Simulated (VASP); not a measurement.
Set up this calculation in VASP 6.6.1, as the native input.

```yaml
Task: relaxation of the atoms
Functional: PBEsol
Potentials_or_basis: VASP PAW PBE potentials, release 64 (P)
Cutoff: 510 eV
k_mesh: 7 × 7 × 5
Occupations: gaussian, width 0.03 eV
Spin: no spin polarisation
Tolerance_level: screening
Purpose: geometry
Further_INCAR_settings: ALGO = Normal; EDIFF = 1e-07; IBRION = 2; EDIFFG = -0.002; NSW = 120
```

The structure of P lies in POSCAR:

```
P
1.0
    1.6477431241     -5.4650377251      0.0000000000
    1.6477431241      5.4650377251      0.0000000000
    0.0000000000      0.0000000000      4.5436355900
P
4
Direct
    0.8737150000      0.0607530000      0.5755110000
    0.0720820000      0.8819700000      0.3843450000
    0.5808240000      0.3905030000      0.0767080000
    0.4133120000      0.5950420000      0.8922010000
```

This cell differs from its parent crystal: atoms moved at random.

One way to write it, as run:

INCAR

```
  ALGO = Normal
  EDIFF = 1E-7
  EDIFFG = -0.002
  EFERMI = MIDGAP
  ENCUT = 510
  GGA = PS
  GGA_COMPAT = False
  IBRION = 2
  ISIF = 2
  ISMEAR = 0
  KPAR = 2
  LASPH = True
  LCHARG = False
  LREAL = False
  LWAVE = False
  NELM = 120
  NELMIN = 4
  NSW = 120
  PREC = Accurate
  SIGMA = 0.03
```

KPOINTS

```
Automatic mesh
0
Gamma
  7 7 5
  0 0 0
```

Potentials or basis: VASP PAW PBE potentials, release 64 (P).

Launch:

```sh
$ cat potpaw_PBE.64/P/POTCAR > POTCAR
$ mpirun -np 2 vasp_std > vasp.out
```

It gave:

```yaml
Energy_gained_by_relaxing: 43.6 meV/atom
Ionic_steps: 19
Pressure_after_relaxing: -1.7 GPa
Band_gap_on_the_k_mesh: 0.18 eV
```

Caveat: the cell differs from its parent crystal (atoms moved at random); the PAW data sets were made with another functional, which shifts forces and pressure a little; an odd mesh through Γ misses points on the zone boundary, where band edges can lie.

Run time: 5.7 min on 2 MPI ranks on Intel(R) Xeon(R) 6975P-C (Granite Rapids), with other jobs on the host, peak memory 0.29 GiB a rank.
